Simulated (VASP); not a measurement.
# P (Im-3m) in VASP: a series of runs

P is run at these levels: LDA; tasks: single point.

Program: VASP 6.6.1. These are calculated values, not measurements. Logs are shortened: lines on timing, memory, paths and dates and some standing lists are left out, and cuts for length are marked.

### Step 1. The cell of the first run

It takes space group Im-3m (No. 229, cubic). The conventional cell has a = 2.988 Å, b = 2.988 Å, c = 2.988 Å, α = 90.00°, β = 90.00°, γ = 90.00°. Within 3.4 Å of P (site symmetry m-3m) lie 14 P at 2.59 to 2.99 Å.

This isn't the form of P at room conditions, which is orthorhombic.

### Step 2. Single point, LDA

File INCAR:

```
SYSTEM = P
ALGO = Normal ; EDIFF = 1E-7
ENCUT = 520 ; GGA = CA
ISIF = 2 ; ISMEAR = -1
LASPH = .True. ; LCHARG = .False.
LREAL = .False. ; LWAVE = .False.
NBANDS = 8 ; NELM = 80
PREC = Accurate ; SIGMA = 0.02
```

File KPOINTS:

```
k-points
0
Gamma
  20 20 20
  0 0 0
```

File POSCAR:

```
P
1.0
    1.4939251618      1.4939251618      1.4939251618
   -1.4939251618      1.4939251618      1.4939251618
   -1.4939251618     -1.4939251618      1.4939251618
P
1
Direct
    0.0000000000      0.0000000000      0.0000000000
```

Potentials or basis: VASP PAW LDA potentials, release 64 (P).

On the command line:

```console
$ cat potpaw_LDA.64/P/POTCAR > POTCAR
$ mpirun -np 1 vasp_std > vasp.out
```

OUTCAR:

```text
SYSTEM = P
   EDIFF = 1E-7
   ENCUT = 520
   GGA = CA
   ISIF = 2
   ISMEAR = -1
   LASPH = .True.
   LREAL = .False.
   NELM = 80
   PREC = Accurate

 ion  position               nearest neighbor table
   1  0.000  0.000  0.000-

  LATTYP: Found a body centered cubic cell.
 ALAT       =     2.9878503236

  Lattice vectors:

 A1 = (   1.4939251618,  -1.4939251618,  -1.4939251618)
 A2 = (   1.4939251618,   1.4939251618,   1.4939251618)
 A3 = (  -1.4939251618,  -1.4939251618,   1.4939251618)

Analysis of symmetry for initial positions (statically):
=====================================================================
 Subroutine PRICEL returns:
 Original cell was already a primitive cell.

 Routine SETGRP: Setting up the symmetry group for a
 body centered cubic supercell.

 Subroutine GETGRP returns: Found 48 space group operations
 (whereof 48 operations were pure point group operations)
 out of a pool of 48 trial point group operations.

The static configuration has the point symmetry O_h .

Analysis of symmetry for dynamics (positions and initial velocities):
=====================================================================
 Subroutine PRICEL returns:
 Original cell was already a primitive cell.

 Routine SETGRP: Setting up the symmetry group for a
 body centered cubic supercell.

 Subroutine GETGRP returns: Found 48 space group operations
 (whereof 48 operations were pure point group operations)
 out of a pool of 48 trial point group operations.

The dynamic configuration has the point symmetry O_h .

 Subroutine INISYM returns: Found 48 space group operations
 (whereof 48 operations are pure point group operations),
 and found     1 'primitive' translations

----------------------------------------------------------------------------------------

                                     Primitive cell

  volume of cell :      13.3366

  direct lattice vectors                    reciprocal lattice vectors
     1.493925162  1.493925162  1.493925162     0.334688787  0.000000000  0.334688787
    -1.493925162  1.493925162  1.493925162    -0.334688787  0.334688787  0.000000000
    -1.493925162 -1.493925162  1.493925162     0.000000000 -0.334688787  0.334688787

  length of vectors
     2.587554283  2.587554283  2.587554283     0.473321421  0.473321421  0.473321421

[... 71 lines left out ...]
   ICHARG =      2    charge: 1-file 2-atom 10-const
   ISPIN  =      1    spin polarized calculation?
   LNONCOLLINEAR =      F non collinear calculations
   LSORBIT =      F    spin-orbit coupling
   LASPH  =      T    aspherical Exc in radial PAW
   ENCUT  =  520.0 eV  38.22 Ry    6.18 a.u.   4.81  4.81  4.81*2*pi/ulx,y,z
   NELM   =     80;   NELMIN=  2; NELMDL= -5     # of ELM steps
   EDIFF  = 0.1E-06   stopping-criterion for ELM
   LREAL  =      F    real-space projection
   EDIFFG = 0.1E-05   stopping-criterion for IOM
   NSW    =      0    number of steps for IOM
   IBRION =     -1    ionic relax: 0-MD 1-quasi-New 2-CG
   NFREE  =      0    steps in history (QN), initial steepest desc. (CG)
   ISIF   =      2    stress and relaxation
   ISYM   =      2    0-nonsym 1-usesym 2-fastsym
   POTIM  = 0.5000    time-step for ionic-motion
   TEBEG  =    0.0;   TEEND  =   0.0 temperature during run
   PSTRESS=    0.0 pullay stress
   NELECT =       5.0000    total number of electrons
   NUPDOWN=      -1.0000    fix difference up-down
   EMIN   =  10.00;   EMAX   =-10.00  energy-range for DOS
   EFERMI =   0.00;   METHOD = LEGACY
   ISMEAR =    -1;   SIGMA  =   0.02  broadening in eV -4-tet -1-fermi 0-gaus
   EFERMI_NEDOS =   21; number of points for ismear=-14 and -15
   IALGO  =     38    algorithm
   IMIX   =      4    mixing-type and parameters
     AMIX     =   0.40;   BMIX     =  1.00
     AMIX_MAG =   1.60;   BMIX_MAG =  1.00
  volume/ion in A,a.u.               =      13.34        90.00
  Fermi-wavevector in a.u.,A,eV,Ry     =   1.180455  2.230736 18.959355  1.393473
  Thomas-Fermi vector in A             =   2.316747
   LORBIT       =      0    0 simple, 1 ext, 2 COOP (PROOUT), +10 PAW based schemes
   GGA     = CA    functional components
   LHFCALC =     F    Hartree Fock is set to
   AEXX    =    0.0000 exact exchange contribution
   IVDW    =     0    specifies the selected vdW correction
   LEPSILON=     F    determine dielectric tensor
   LRPA    =     F    only Hartree local field effects (RPA)
 non-spin polarized calculation
  energy-cutoff  :      520.00
  volume of cell :       13.34
 maximum number of plane-waves:       370
   NGX =  9   NGY =  9   NGZ =  9

 number of electron       4.9999999 magnetization

 Free energy of the ion-electron system (eV)
  ---------------------------------------------------
  ext. energy  EPLUGINS =         0.00000000
  ---------------------------------------------------
  free energy    TOTEN  =        -5.47382133 eV

  energy without entropy =       -5.47297305  energy(sigma->0) =       -5.47339719

 E-fermi :  10.9223     XC(G=0): -11.9175

 val. band max:       10.9095832662   @ k =   0.2500  -0.4000   0.1000
 cond. band min:      10.9233790065   @ k =   0.3000   0.1000  -0.0000
 fundamental gap:      0.0137957402
 Fermi energy:        10.9222843732

 k-point     1 :       0.0000    0.0000    0.0000
  band No.  band energies     occupation
      1      -6.1716      2.00000
      2      18.6341      0.00000
      3      18.6341      0.00000
      4      18.6341      0.00000
      5      23.1107      0.00000
      6      23.1107      0.00000
      7      23.1107      0.00000
      8      27.1972      0.00000
[... 243 lines left out ...]
 k-point    24 :       0.3500    0.1000    0.0000
  band No.  band energies     occupation
      1      -3.1265      2.00000
      2       8.9806      2.00000
      3      13.1011      0.00000
      4      15.9662      0.00000
      5      20.5375      0.00000
      6      22.2177      0.00000
      7      26.3466      0.00000
      8      29.6517      0.00000

 [... further k-points ...]
[... 5 lines left out ...]
  --------------------------------------------------------------------------------------
  -------------------------------------------------------------------------------------
  Total        0.1864255      0.1864255      0.1864255     -0.0000000     -0.0000000      0.0000000
  in kB       22.3959504     22.3959504     22.3959504     -0.0000000     -0.0000000      0.0000000
  external PRESSURE =      22.3959504 kB  Pullay stress =       0.0000000 kB

 VOLUME and BASIS-vectors are now :
 -----------------------------------------------------------------------------
  energy-cutoff  :      520.00
  volume of cell :       13.34
      direct lattice vectors                 reciprocal lattice vectors
     1.493925162  1.493925162  1.493925162     0.334688787  0.000000000  0.334688787
    -1.493925162  1.493925162  1.493925162    -0.334688787  0.334688787  0.000000000
    -1.493925162 -1.493925162  1.493925162     0.000000000 -0.334688787  0.334688787

 POSITION                                       TOTAL-FORCE (eV/Angst)
 -----------------------------------------------------------------------------------
      0.00000      0.00000      0.00000        -0.000000      0.000000      0.000000
 -----------------------------------------------------------------------------------
    total drift:                                0.000000     -0.000000      0.000000

  FREE ENERGIE OF THE ION-ELECTRON SYSTEM (eV)
  ---------------------------------------------------
  free  energy   TOTEN  =        -5.4738213281 eV

  energy  without entropy=       -5.4729730502  energy(sigma->0) =       -5.47339719
```

OSZICAR:

```text
N       E                     dE             d eps       ncg     rms          rms(c)
DAV:   1    -0.695226590006E+00   -0.69523E+00   -0.21761E+03  4280   0.455E+02
DAV:   2    -0.544664613278E+01   -0.47514E+01   -0.45340E+01  6200   0.471E+01
DAV:   3    -0.548135019161E+01   -0.34704E-01   -0.33940E-01  4504   0.435E+00
DAV:   4    -0.548138850336E+01   -0.38312E-04   -0.38311E-04  6856   0.155E-01
DAV:   5    -0.548138851452E+01   -0.11159E-07   -0.11055E-07  4600   0.150E-03    0.466E+00
DAV:   6    -0.547602202112E+01    0.53665E-02   -0.36979E-03  4432   0.308E-01    0.269E+00
DAV:   7    -0.547384907140E+01    0.21729E-02   -0.58512E-03  4616   0.392E-01    0.849E-02
DAV:   8    -0.547382121497E+01    0.27856E-04   -0.74030E-05  5448   0.524E-02    0.174E-02
DAV:   9    -0.547382135823E+01   -0.14327E-06   -0.68802E-07  6120   0.679E-03    0.545E-03
DAV:  10    -0.547382132813E+01    0.30107E-07   -0.14856E-07  3872   0.205E-03
   1 F= -.54738213E+01 E0= -.54733972E+01  d E =-.848278E-03
```

stdout:

```text
POSCAR found type information on POSCAR P
 POSCAR found :  1 types and       1 ions
 scaLAPACK will be used
 LDA part: xc-table for (Slater(with rela. corr.)+CA(PZ))
 , standard interpolation
 POSCAR, INCAR and KPOINTS ok, starting setup
 FFT: planning ... GRIDC
 FFT: planning ... GRID_SOFT
 FFT: planning ... GRID
 WAVECAR not read
 entering main loop
```

Wall time 19 s (1 thread of Intel Xeon 8259CL, shared host); peak memory 0.13 GiB.

What came out:

- Free energy: -5.4738 eV
- Pressure: 2.2 GPa
- Band gap on the k mesh: zero (an odd number of electrons rules out a gap without spin polarisation)

### Step 3. Single point, LDA

This run uses another cell than the first one, of 13.61 Å³/atom.

File INCAR:

```
SYSTEM = P
PREC = Accurate ; ENCUT = 520
EDIFF = 1E-6 ; ISMEAR = -1
SIGMA = 0.02 ; LREAL = .False.
LASPH = .True. ; NELM = 80
ALGO = Normal ; ISIF = 2
LWAVE = .False. ; LCHARG = .False.
NBANDS = 8
```

File KPOINTS:

```
Automatic mesh
0
Gamma
  20 20 20
  0 0 0
```

File POSCAR:

```
P
1.0
    1.5040195569      1.5040195569      1.5040195569
   -1.5040195569      1.5040195569      1.5040195569
   -1.5040195569     -1.5040195569      1.5040195569
P
1
Direct
    0.0000000000      0.0000000000      0.0000000000
```

Potentials or basis: VASP PAW LDA potentials, release 64 (P).

On the command line:

```console
$ cat potpaw_LDA.64/P/POTCAR > POTCAR
$ mpirun -np 1 vasp_std > vasp.out
```

OUTCAR:

```text
SYSTEM = P
   PREC = Accurate
   ENCUT = 520
   EDIFF = 1E-6
   ISMEAR = -1
   LREAL = .False.
   LASPH = .True.
   NELM = 80
   ISIF = 2

 ion  position               nearest neighbor table
   1  0.000  0.000  0.000-

  LATTYP: Found a body centered cubic cell.
 ALAT       =     3.0080391138

  Lattice vectors:

 A1 = (   1.5040195569,  -1.5040195569,  -1.5040195569)
 A2 = (   1.5040195569,   1.5040195569,   1.5040195569)
 A3 = (  -1.5040195569,  -1.5040195569,   1.5040195569)

Analysis of symmetry for initial positions (statically):
=====================================================================
 Subroutine PRICEL returns:
 Original cell was already a primitive cell.

 Routine SETGRP: Setting up the symmetry group for a
 body centered cubic supercell.

 Subroutine GETGRP returns: Found 48 space group operations
 (whereof 48 operations were pure point group operations)
 out of a pool of 48 trial point group operations.

The static configuration has the point symmetry O_h .

Analysis of symmetry for dynamics (positions and initial velocities):
=====================================================================
 Subroutine PRICEL returns:
[... 151 lines left out ...]

  energy without entropy =       -5.47494590  energy(sigma->0) =       -5.47532242

 E-fermi :  10.6057     XC(G=0): -11.8298

 val. band max:       10.5854987165   @ k =   0.3000   0.1000  -0.0000
 cond. band min:      10.6070962642   @ k =   0.1000   0.5000   0.1000
 fundamental gap:      0.0215975477
 Fermi energy:        10.6057474439

 k-point     1 :       0.0000    0.0000    0.0000
  band No.  band energies     occupation
      1      -6.2583      2.00000
      2      18.1206      0.00000
      3      18.1206      0.00000
      4      18.1206      0.00000
      5      22.7491      0.00000
      6      22.7491      0.00000
      7      22.7491      0.00000
      8      26.7801      0.00000
[... 243 lines left out ...]
 k-point    24 :       0.3500    0.1000    0.0000
  band No.  band energies     occupation
      1      -3.2612      2.00000
      2       8.6812      2.00000
      3      12.7540      0.00000
      4      15.5697      0.00000
      5      20.1596      0.00000
      6      21.7906      0.00000
      7      25.9170      0.00000
      8      29.1689      0.00000

 [... further k-points ...]
[... 5 lines left out ...]
  --------------------------------------------------------------------------------------
  -------------------------------------------------------------------------------------
  Total       -0.0094566     -0.0094566     -0.0094566     -0.0000000      0.0000000     -0.0000000
  in kB       -1.1133329     -1.1133329     -1.1133329     -0.0000000      0.0000000     -0.0000000
  external PRESSURE =      -1.1133329 kB  Pullay stress =       0.0000000 kB

 VOLUME and BASIS-vectors are now :
 -----------------------------------------------------------------------------
  energy-cutoff  :      520.00
  volume of cell :       13.61
      direct lattice vectors                 reciprocal lattice vectors
     1.504019557  1.504019557  1.504019557     0.332442486  0.000000000  0.332442486
    -1.504019557  1.504019557  1.504019557    -0.332442486  0.332442486  0.000000000
    -1.504019557 -1.504019557  1.504019557     0.000000000 -0.332442486  0.332442486

 POSITION                                       TOTAL-FORCE (eV/Angst)
 -----------------------------------------------------------------------------------
      0.00000      0.00000      0.00000         0.000000      0.000000     -0.000000
 -----------------------------------------------------------------------------------
    total drift:                               -0.000000     -0.000000     -0.000000

  FREE ENERGIE OF THE ION-ELECTRON SYSTEM (eV)
  ---------------------------------------------------
  free  energy   TOTEN  =        -5.4756989392 eV

  energy  without entropy=       -5.4749459010  energy(sigma->0) =       -5.47532242
```

OSZICAR:

```text
N       E                     dE             d eps       ncg     rms          rms(c)
DAV:   1    -0.672770346962E+00   -0.67277E+00   -0.21357E+03  4296   0.453E+02
DAV:   2    -0.544929402015E+01   -0.47765E+01   -0.45935E+01  6296   0.468E+01
DAV:   3    -0.548329360564E+01   -0.34000E-01   -0.33896E-01  4464   0.434E+00
DAV:   4    -0.548333214565E+01   -0.38540E-04   -0.38540E-04  6856   0.158E-01
DAV:   5    -0.548333215604E+01   -0.10381E-07   -0.10598E-07  4584   0.143E-03    0.449E+00
DAV:   6    -0.547787977132E+01    0.54524E-02   -0.39178E-03  4432   0.315E-01    0.259E+00
DAV:   7    -0.547572681717E+01    0.21530E-02   -0.61237E-03  4656   0.398E-01    0.865E-02
DAV:   8    -0.547569879178E+01    0.28025E-04   -0.77911E-05  5416   0.537E-02    0.170E-02
DAV:   9    -0.547569893918E+01   -0.14740E-06   -0.72587E-07  5536   0.699E-03
   1 F= -.54756989E+01 E0= -.54753224E+01  d E =-.753038E-03
```

stdout:

```text
POSCAR found type information on POSCAR P
 POSCAR found :  1 types and       1 ions
 scaLAPACK will be used
 LDA part: xc-table for (Slater(with rela. corr.)+CA(PZ))
 , standard interpolation
 POSCAR, INCAR and KPOINTS ok, starting setup
 FFT: planning ... GRIDC
 FFT: planning ... GRID_SOFT
 FFT: planning ... GRID
 WAVECAR not read
 entering main loop
```

Run time: 18 s. Hardware: 1 thread of Intel Xeon 8259CL, shared host; peak memory 0.13 GiB.

Results:

```yaml
Free_energy: -5.4757 eV
Pressure: -0.1 GPa
Band_gap_on_the_k_mesh: zero (an odd number of electrons rules out a gap without spin polarisation)
```

Levels at points of the mesh, in eV from the Fermi level:
```csv
k point,band 1,band 2,band 3,band 4,band 5,band 6
"(0.00, 0.00, 0.00)",-16.86,7.51,7.51,7.51,12.14,12.14
"(0.50, 0.00, 0.00)",-10.08,-8.20,2.58,5.47,7.35,8.40
"(0.50, 0.50, 0.50)",-3.86,-2.71,-2.71,-2.71,2.20,2.20
```

### Step 4. Single point, LDA

This run uses another cell than the first one, of 13.61 Å³/atom.

File INCAR:

```
PREC     = Accurate       # precision mode
ENCUT    = 520            # plane-wave cutoff, eV
EDIFF    = 1E-6           # SCF threshold, eV
ISMEAR   = -1             # smearing method
SIGMA    = 0.02           # smearing width, eV
LREAL    = F              # projectors in reciprocal space
LASPH    = T              # aspherical terms in the spheres
NELM     = 60             # most SCF steps
ALGO     = Normal         # electronic algorithm
ISIF     = 2              # what is computed and relaxed
LWAVE    = F              # write WAVECAR
LCHARG   = F              # write CHGCAR
NBANDS   = 8              # bands
```

File KPOINTS:

```
regular mesh
0
Gamma
  20 20 20
```

POSCAR is that of step 3.

Potentials or basis: VASP PAW LDA potentials, release 64 (P).

On the command line:

```console
$ cat potpaw_LDA.64/P/POTCAR > POTCAR
$ mpirun -np 1 vasp_std > vasp.out
```

OUTCAR:

```text
PREC = Accurate
   ENCUT = 520
   EDIFF = 1E-6
   ISMEAR = -1
   LREAL = F
   LASPH = T
   NELM = 60
   ISIF = 2

 ion  position               nearest neighbor table
   1  0.000  0.000  0.000-

  LATTYP: Found a body centered cubic cell.
 ALAT       =     3.0080391138

  Lattice vectors:

 A1 = (   1.5040195569,  -1.5040195569,  -1.5040195569)
 A2 = (   1.5040195569,   1.5040195569,   1.5040195569)
 A3 = (  -1.5040195569,  -1.5040195569,   1.5040195569)

Analysis of symmetry for initial positions (statically):
[... 431 lines left out ...]
  band No.  band energies     occupation
      1      -3.2612      2.00000
      2       8.6812      2.00000
      3      12.7540      0.00000
      4      15.5697      0.00000
      5      20.1596      0.00000
      6      21.7906      0.00000
      7      25.9170      0.00000
      8      29.1689      0.00000

 [... further k-points ...]
[... 5 lines left out ...]
  --------------------------------------------------------------------------------------
  -------------------------------------------------------------------------------------
  Total       -0.0094566     -0.0094566     -0.0094566     -0.0000000      0.0000000     -0.0000000
  in kB       -1.1133329     -1.1133329     -1.1133329     -0.0000000      0.0000000     -0.0000000
  external PRESSURE =      -1.1133329 kB  Pullay stress =       0.0000000 kB

 VOLUME and BASIS-vectors are now :
 -----------------------------------------------------------------------------
  energy-cutoff  :      520.00
  volume of cell :       13.61
      direct lattice vectors                 reciprocal lattice vectors
     1.504019557  1.504019557  1.504019557     0.332442486  0.000000000  0.332442486
    -1.504019557  1.504019557  1.504019557    -0.332442486  0.332442486  0.000000000
    -1.504019557 -1.504019557  1.504019557     0.000000000 -0.332442486  0.332442486

 POSITION                                       TOTAL-FORCE (eV/Angst)
 -----------------------------------------------------------------------------------
      0.00000      0.00000      0.00000         0.000000      0.000000     -0.000000
 -----------------------------------------------------------------------------------
    total drift:                               -0.000000     -0.000000     -0.000000

  FREE ENERGIE OF THE ION-ELECTRON SYSTEM (eV)
  ---------------------------------------------------
  free  energy   TOTEN  =        -5.4756989392 eV

  energy  without entropy=       -5.4749459010  energy(sigma->0) =       -5.47532242
```

stdout:

```text
POSCAR found type information on POSCAR P
 POSCAR found :  1 types and       1 ions
 scaLAPACK will be used
 LDA part: xc-table for (Slater(with rela. corr.)+CA(PZ))
 , standard interpolation
 POSCAR, INCAR and KPOINTS ok, starting setup
 FFT: planning ... GRIDC
 FFT: planning ... GRID_SOFT
 FFT: planning ... GRID
 WAVECAR not read
 entering main loop
```

Run time: 17 s. Hardware: 1 thread of Intel Xeon 8259CL, shared host; peak memory 0.13 GiB.

What came out:

| Item | Value |
| --- | --- |
| Free energy | -5.4757 eV |
| Pressure | -0.1 GPa |
| Band gap on the k mesh | zero (an odd number of electrons rules out a gap without spin polarisation) |

(Part 1 of 2 ends here.)
